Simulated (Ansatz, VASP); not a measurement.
**Two plane-wave programs on InP**

INCAR

```
  PREC = Accurate
  ENCUT = 520
  EDIFF = 1E-7
  ISMEAR = -1
  SIGMA = 0.02
  LREAL = False
  LASPH = True
  NELM = 100
  ALGO = Normal
  ISIF = 2
  LWAVE = False
  LCHARG = False
  GGA = PE
  NBANDS = 16
```

KPOINTS

```
regular mesh
0
Gamma
  8 8 8
```

POSCAR

```
InP
1.0
    0.0000000000      3.0627824009      3.0627824009
    3.0627824009      0.0000000000      3.0627824009
    3.0627824009      3.0627824009      0.0000000000
In P
1 1
Direct
    0.0000000000      0.0000000000      0.0000000000
    0.2500000000      0.2500000000      0.2500000000
```

Input for Ansatz:

```yaml
crystal:
  lattice:
    - [0.0, 3.0627824009, 3.0627824009]
    - [3.0627824009, 0.0, 3.0627824009]
    - [3.0627824009, 3.0627824009, 0.0]
  atoms:
    - { symbol: In, position: [0.0, 0.0, 0.0] }
    - { symbol: P, position: [0.25, 0.25, 0.25] }
kpoints:
  mp_grid: { grid: [8, 8, 8] }
  band_path:
    path:
      - [0.0, 0.0, 0.0]
      - [-0.5, -0.5, 0.0]
      - [-0.375, -0.375, 0.25]
      - [-0.375, 0.0, 0.375]
      - [0.0, 0.0, 0.5]
      - [-0.5, -0.25, 0.25]
    npoints: 1
hamiltonian:
  xc: pbe
scf:
  occupations: { method: fermi_dirac, width: 0.02 }
  n_extra_bands: 4
output:
  forces: true
  stress: true
  eigenvalues: true
```

Change from the starting cell: hydrostatic strain +3.7%.

Alike in both runs: task single point; functional PBE; k mesh 8 × 8 × 8; occupations fermi-dirac, width 0.02 eV; no spin polarisation.

```csv
,VASP,Ansatz
version,VASP 6.6.1,Ansatz 0.2.0
potentials or method,"VASP PAW PBE potentials, release 64 (In_d, P)","plane waves, PAW"
plane-wave cutoff (eV),520,420
valence electrons in the cell,18,18
```

|  | VASP | Ansatz | Ansatz less VASP |
| --- | --- | --- | --- |
| pressure (GPa) | -4.0 | -4.0 | +0.03 |

With one functional, cell and mesh, what is left measures potentials, basis and numerics.
